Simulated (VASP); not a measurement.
# HfO2 (Fm-3m) in VASP: further runs, part 2 of 2

VASP 6.6.1. Earlier steps stand in the parts before.

## 3. Single point, PBE

INCAR reads:

```
ALGO = Normal ; EDIFF = 1E-6
ENCUT = 520 ; GGA = PE
ISIF = 2 ; ISMEAR = 0
LASPH = T ; LCHARG = F
LREAL = F ; LWAVE = F
NBANDS = 18 ; NELM = 100
PREC = Accurate ; SIGMA = 0.019000000000000003
```

KPOINTS reads:

```
k-points
0
Gamma
  9 9 9
```

POSCAR reads:

```
HfO2
1.0
    0.0000000000      2.5575000000      2.5575000000
    2.5575000000      0.0000000000      2.5575000000
    2.5575000000      2.5575000000      0.0000000000
Hf O
1 2
Direct
    0.0000000000      0.0000000000      0.0000000000
    0.7500000000      0.7500000000      0.7500000000
    0.2500000000      0.2500000000      0.2500000000
```

Potentials or basis: VASP PAW PBE potentials, release 64 (Hf_pv, O).

The run is started by

```console
cat potpaw_PBE.64/Hf_pv/POTCAR potpaw_PBE.64/O/POTCAR > POTCAR
mpirun -np 1 vasp_std > vasp.out
```

OUTCAR:

```text
EDIFF = 1E-6
   ENCUT = 520
   GGA = PE
   ISIF = 2
   ISMEAR = 0
   LASPH = T
   LREAL = F
   NELM = 100
   PREC = Accurate

 ion  position               nearest neighbor table
   1  0.000  0.000  0.000-   2 2.21   2 2.21   2 2.21   2 2.21   3 2.21   3 2.21   3 2.21   3 2.21

   2  0.750  0.750  0.750-   1 2.21   1 2.21   1 2.21   1 2.21
   3  0.250  0.250  0.250-   1 2.21   1 2.21   1 2.21   1 2.21

  LATTYP: Found a face centered cubic cell.
 ALAT       =     5.1150000000

  Lattice vectors:

 A1 = (   0.0000000000,   2.5575000000,   2.5575000000)
 A2 = (   2.5575000000,   0.0000000000,   2.5575000000)
 A3 = (   2.5575000000,   2.5575000000,   0.0000000000)

Analysis of symmetry for initial positions (statically):
=====================================================================
 Subroutine PRICEL returns:
 Original cell was already a primitive cell.

 Routine SETGRP: Setting up the symmetry group for a
 face centered cubic supercell.

 Subroutine GETGRP returns: Found 48 space group operations
[... 9 lines left out ...]

 Routine SETGRP: Setting up the symmetry group for a
 face centered cubic supercell.

 Subroutine GETGRP returns: Found 48 space group operations
[... 11 lines left out ...]
                                     Primitive cell

  volume of cell :      33.4562

  direct lattice vectors                    reciprocal lattice vectors
     0.000000000  2.557500000  2.557500000    -0.195503421  0.195503421  0.195503421
     2.557500000  0.000000000  2.557500000     0.195503421 -0.195503421  0.195503421
     2.557500000  2.557500000  0.000000000     0.195503421  0.195503421 -0.195503421

  length of vectors
     3.616851186  3.616851186  3.616851186     0.338621859  0.338621859  0.338621859

  position of ions in fractional coordinates (direct lattice)
     0.000000000  0.000000000  0.000000000
     0.750000000  0.750000000  0.750000000
     0.250000000  0.250000000  0.250000000

  ion indices of the primitive-cell ions
[... 85 lines left out ...]
   TEBEG  =    0.0;   TEEND  =   0.0 temperature during run
   PSTRESS=    0.0 pullay stress
   NELECT =      22.0000    total number of electrons
   NUPDOWN=      -1.0000    fix difference up-down
   EMIN   =  10.00;   EMAX   =-10.00  energy-range for DOS
   EFERMI =   0.00;   METHOD = LEGACY
   ISMEAR =     0;   SIGMA  =   0.02  broadening in eV -4-tet -1-fermi 0-gaus
   EFERMI_NEDOS =   21; number of points for ismear=-14 and -15
   IALGO  =     38    algorithm
   IMIX   =      4    mixing-type and parameters
     AMIX     =   0.40;   BMIX     =  1.00
     AMIX_MAG =   1.60;   BMIX_MAG =  1.00
  volume/ion in A,a.u.               =      11.15        75.26
  Fermi-wavevector in a.u.,A,eV,Ry     =   1.423607  2.690227 27.574337  2.026657
  Thomas-Fermi vector in A             =   2.544186
   LORBIT       =      0    0 simple, 1 ext, 2 COOP (PROOUT), +10 PAW based schemes
   GGA     = PE    functional components
   LHFCALC =     F    Hartree Fock is set to
   AEXX    =    0.0000 exact exchange contribution
   IVDW    =     0    specifies the selected vdW correction
   LEPSILON=     F    determine dielectric tensor
   LRPA    =     F    only Hartree local field effects (RPA)
 non-spin polarized calculation
 Gauss-broadening in eV      SIGMA  =   0.02
  energy-cutoff  :      520.00
  volume of cell :       33.46
 maximum number of plane-waves:       914
   NGX = 13   NGY = 13   NGZ = 13

 number of electron      21.9999993 magnetization

 Free energy of the ion-electron system (eV)
  ---------------------------------------------------
  ext. energy  EPLUGINS =         0.00000000
  ---------------------------------------------------
  free energy    TOTEN  =       -30.23356050 eV

  energy without entropy =      -30.23356050  energy(sigma->0) =      -30.23356050

 E-fermi :   4.1212     XC(G=0): -11.6975

 val. band max:        4.0047842344   @ k =  -0.4444   0.4444   0.0000
 cond. band min:       7.8401339538   @ k =   0.4444   0.4444   0.0000
 fundamental gap:      3.8353497194
 Fermi energy:         4.1212027695

 k-point     1 :       0.0000    0.0000    0.0000
  band No.  band energies     occupation
      1     -25.7562      2.00000
      2     -25.7562      2.00000
      3     -25.7562      2.00000
      4     -14.5140      2.00000
      5     -11.6119      2.00000
      6      -1.1274      2.00000
[... 481 lines left out ...]
      5     -12.5660      2.00000
      6      -2.1108      2.00000
[... 10 lines left out ...]
     17      15.8275      0.00000
     18      17.3608      0.00000

 [... further k-points ...]
[... 5 lines left out ...]
  --------------------------------------------------------------------------------------
  -------------------------------------------------------------------------------------
  Total       -1.2508624     -1.2508624     -1.2508624      0.0000000      0.0000000     -0.0000000
  in kB      -59.9022573    -59.9022573    -59.9022573      0.0000000      0.0000000     -0.0000000
  external PRESSURE =     -59.9022573 kB  Pullay stress =       0.0000000 kB

 VOLUME and BASIS-vectors are now :
 -----------------------------------------------------------------------------
  energy-cutoff  :      520.00
  volume of cell :       33.46
      direct lattice vectors                 reciprocal lattice vectors
     0.000000000  2.557500000  2.557500000    -0.195503421  0.195503421  0.195503421
     2.557500000  0.000000000  2.557500000     0.195503421 -0.195503421  0.195503421
     2.557500000  2.557500000  0.000000000     0.195503421  0.195503421 -0.195503421

 POSITION                                       TOTAL-FORCE (eV/Angst)
 -----------------------------------------------------------------------------------
      0.00000      0.00000      0.00000        -0.000000     -0.000000     -0.000000
      3.83625      3.83625      3.83625        -0.000000     -0.000000     -0.000000
      1.27875      1.27875      1.27875         0.000000      0.000000      0.000000
 -----------------------------------------------------------------------------------
    total drift:                                0.000000      0.000000      0.000000

  FREE ENERGIE OF THE ION-ELECTRON SYSTEM (eV)
  ---------------------------------------------------
  free  energy   TOTEN  =       -30.2335604961 eV

  energy  without entropy=      -30.2335604961  energy(sigma->0) =      -30.23356050
```

Wall time 48 s (1 thread of AMD EPYC 7R43 (Zen 3), shared host); peak memory 0.12 GiB.

Results:

| Quantity | Value |
| --- | --- |
| Free energy | -30.2336 eV |
| Pressure | -6.0 GPa |
| Band gap on the k mesh | 3.84 eV, indirect (least direct gap 3.95 eV) |

Caveat: spin-orbit coupling is left out, which moves the levels of the heavy elements. A k mesh can miss the band edges.

## 4. Single point, PBE

INCAR reads:

```
SYSTEM = HfO2
  PREC = Accurate
  ENCUT = 520
  EDIFF = 1E-6
  ISMEAR = 0
  SIGMA = 0.020999999999999998
  LREAL = .FALSE.
  LASPH = .TRUE.
  NELM = 60
  ALGO = Normal
  ISIF = 2
  LWAVE = .FALSE.
  LCHARG = .FALSE.
  GGA = PE
  NBANDS = 18
```

KPOINTS reads:

```
Automatic mesh
0
G
  9 9 9
  0 0 0
```

POSCAR is that of step 3.

Potentials or basis: VASP PAW PBE potentials, release 64 (Hf_pv, O).

The run is started by

```console
cat potpaw_PBE.64/Hf_pv/POTCAR potpaw_PBE.64/O/POTCAR > POTCAR
mpirun -np 1 vasp_std > vasp.out
```

OUTCAR:

```text
SYSTEM = HfO2
   PREC = Accurate
   ENCUT = 520
   EDIFF = 1E-6
   ISMEAR = 0
   LREAL = .FALSE.
   LASPH = .TRUE.
   NELM = 60
   ISIF = 2
   GGA = PE

 ion  position               nearest neighbor table
   1  0.000  0.000  0.000-   2 2.21   2 2.21   2 2.21   2 2.21   3 2.21   3 2.21   3 2.21   3 2.21

   2  0.750  0.750  0.750-   1 2.21   1 2.21   1 2.21   1 2.21
   3  0.250  0.250  0.250-   1 2.21   1 2.21   1 2.21   1 2.21

  LATTYP: Found a face centered cubic cell.
 ALAT       =     5.1150000000

  Lattice vectors:

[... 677 lines left out ...]
      6      -2.1108      2.00000
[... 10 lines left out ...]
     17      15.8275      0.00000
     18      17.3608      0.00000

 [... further k-points ...]
[... 5 lines left out ...]
  --------------------------------------------------------------------------------------
  -------------------------------------------------------------------------------------
  Total       -1.2508624     -1.2508624     -1.2508624     -0.0000000      0.0000000     -0.0000000
  in kB      -59.9022580    -59.9022580    -59.9022580     -0.0000000      0.0000000     -0.0000000
  external PRESSURE =     -59.9022580 kB  Pullay stress =       0.0000000 kB

 VOLUME and BASIS-vectors are now :
 -----------------------------------------------------------------------------
  energy-cutoff  :      520.00
  volume of cell :       33.46
      direct lattice vectors                 reciprocal lattice vectors
     0.000000000  2.557500000  2.557500000    -0.195503421  0.195503421  0.195503421
     2.557500000  0.000000000  2.557500000     0.195503421 -0.195503421  0.195503421
     2.557500000  2.557500000  0.000000000     0.195503421  0.195503421 -0.195503421

 POSITION                                       TOTAL-FORCE (eV/Angst)
 -----------------------------------------------------------------------------------
      0.00000      0.00000      0.00000         0.000000     -0.000000      0.000000
      3.83625      3.83625      3.83625         0.000000     -0.000000     -0.000000
      1.27875      1.27875      1.27875        -0.000000      0.000000     -0.000000
 -----------------------------------------------------------------------------------
    total drift:                                0.000000      0.000000      0.000000

  FREE ENERGIE OF THE ION-ELECTRON SYSTEM (eV)
  ---------------------------------------------------
  free  energy   TOTEN  =       -30.2335604961 eV

  energy  without entropy=      -30.2335604961  energy(sigma->0) =      -30.23356050
```

OSZICAR:

```text
N       E                     dE             d eps       ncg     rms          rms(c)
DAV:   1     0.944125528692E+02    0.94413E+02   -0.12586E+04  1260   0.120E+03
DAV:   2    -0.318320641370E+02   -0.12624E+03   -0.12269E+03  1596   0.287E+02
DAV:   3    -0.360371825208E+02   -0.42051E+01   -0.41883E+01  1460   0.468E+01
DAV:   4    -0.360632921359E+02   -0.26110E-01   -0.26101E-01  1516   0.410E+00
DAV:   5    -0.360634686891E+02   -0.17655E-03   -0.17655E-03  1446   0.313E-01    0.453E+01
DAV:   6    -0.303827339529E+02    0.56807E+01   -0.20714E+01  1288   0.321E+01    0.399E+01
DAV:   7    -0.302761892152E+02    0.10654E+00   -0.68149E-01  1428   0.678E+00    0.285E+01
DAV:   8    -0.302597487300E+02    0.16440E-01   -0.34450E-01  1368   0.529E+00    0.101E+01
DAV:   9    -0.302331816875E+02    0.26567E-01   -0.75488E-02  1334   0.235E+00    0.271E+00
DAV:  10    -0.302335132304E+02   -0.33154E-03   -0.34876E-03  1400   0.448E-01    0.139E-01
DAV:  11    -0.302335444533E+02   -0.31223E-04   -0.19193E-04  1460   0.115E-01    0.225E-01
DAV:  12    -0.302335595374E+02   -0.15084E-04   -0.41559E-05  1372   0.429E-02    0.116E-02
DAV:  13    -0.302335604961E+02   -0.95864E-06   -0.13883E-06  1360   0.878E-03
   1 F= -.30233560E+02 E0= -.30233560E+02  d E =-.876806E-17
```

It took 42 s on 1 thread of AMD EPYC 7R43 (Zen 3), shared host; peak memory 0.13 GiB.

Results:

| Quantity | Value |
| --- | --- |
| Free energy | -30.2336 eV |
| Pressure | -6.0 GPa |
| Band gap on the k mesh | 3.84 eV, indirect (least direct gap 3.95 eV) |

Caveat: spin-orbit coupling is left out, which moves the levels of the heavy elements. A k mesh can miss the band edges.

## 5. Summary

| smearing | gap on the mesh (eV) | pressure (GPa) |
| --- | --- | --- |
| gaussian 0.018 eV | 3.84 | -6.0 |
| gaussian 0.019 eV | 3.84 | -6.0 |
| gaussian 0.021 eV | 3.84 | -6.0 |

Alike in all rows: task single point; level PBE; potentials or basis VASP PAW PBE potentials, release 64 (Hf_pv, O); no spin polarisation; cell as given; k mesh 9 × 9 × 9; cutoff (eV) 520.

On the cell as given the gap runs from 3.84 eV (PBE) to 3.84 eV (PBE).

Caveats: spin-orbit coupling is left out, which moves the levels of the heavy elements.

Absolute energies hang on the potentials; compare differences alone.
